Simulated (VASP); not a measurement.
The system is AlH2.

```
Al H
1.0
     2.11771   -2.33278    0.00000
     2.11771    2.33278    0.00000
     0.00000    0.00000    3.07541
Al H
1 2
Direct
  0.00000 0.00000 0.50000
  0.00000 0.50000 0.00000
  0.50000 0.00000 0.00000
```

The cell was generated, and may not be a known phase.

```yaml
Program: VASP 6.6.1
Task: relaxation of cell and atoms
Functional: PBE
Potentials_or_basis: VASP PAW PBE potentials, release 64 (Al, H)
Cutoff: 600 eV
k_mesh: 6 × 6 × 6
Occupations: gaussian, width 0.1 eV
Spin: no spin polarisation
```

At the start: pressure -12.6 GPa; volume 10.13 Å³/atom.

How do energy, volume and symmetry change on relaxing?

Over 10 steps the energy falls by 147.8 meV/atom and the volume is 8.11 Å³/atom (-20.0 %); space group Cmmm (No. 65, to 0.1 Å) before, P4/mmm (No. 123, to 0.1 Å).

Step by step:
```csv
step,energy change (eV),largest force (eV/Å),pressure (GPa),volume (Å³)
1,0.0000,0.0000,-12.62,30.39
2,-0.3436,0.0000,-7.61,26.97
3,-0.4161,0.0000,-2.83,25.30
4,-0.4178,0.0000,-1.66,24.96
5,-0.4374,0.0000,-0.40,24.42
6,-0.4405,0.0000,0.35,24.14
7,-0.4406,0.0000,0.41,24.11
8,-0.4421,0.0000,0.34,24.16
9,-0.4431,0.0000,0.17,24.25
10,-0.4433,0.0000,-0.13,24.32
```

Final structure:
```cif
data_structure
_symmetry_space_group_name_H-M 'P 1'
_symmetry_Int_Tables_number 1
_cell_length_a 2.9953
_cell_length_b 2.9953
_cell_length_c 2.7103
_cell_angle_alpha 90.000
_cell_angle_beta 90.000
_cell_angle_gamma 90.001
_cell_volume 24.32
loop_
_atom_site_label
_atom_site_type_symbol
_atom_site_fract_x
_atom_site_fract_y
_atom_site_fract_z
_atom_site_occupancy
Al1 Al 0.00000 0.00000 0.50000 1
H1 H 0.00000 0.50000 0.00000 1
H2 H 0.50000 0.00000 0.00000 1
```

Caveat: the volume moved by over 15 % at a fixed basis, so the end points are rough.
